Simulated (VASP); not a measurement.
Hf, 2 atoms in the cell. It takes space group P6_3/mmc (No. 194, hexagonal). The conventional cell has a = 3.205 Å, b = 3.205 Å, c = 5.074 Å, α = 90.00°, β = 90.00°, γ = 120.00°. Within 4.1 Å of Hf (site symmetry -6m2) lie 12 Hf at 3.14 to 3.20 Å. 

```yaml
Program: VASP 6.6.1
Task: single point
Functional: PBE
Potentials_or_basis: VASP PAW PBE potentials, release 64 (Hf_pv)
Cutoff: 520 eV
k_mesh: 11 × 11 × 6
Occupations: methfessel-paxton, width 0.2 eV
Spin: no spin polarisation
Dipole_correction: no
Further_INCAR_settings: ALGO = Normal; EDIFF = 1e-06; NBANDS = 17
```

Potentials or basis: VASP PAW PBE potentials, release 64 (Hf_pv).

Run with:

```console
$ cat potpaw_PBE.64/Hf_pv/POTCAR > POTCAR
$ mpirun -np 1 vasp_std > vasp.out
```

Hardware: 1 thread of Intel Xeon 8259CL, on a shared host.

Task: How long does it take, and how much memory?

Result: Wall time 52 s on 1 thread of Intel Xeon 8259CL (shared host), peak memory 0.18 GiB. Counts: scf iterations 12, k points 64.
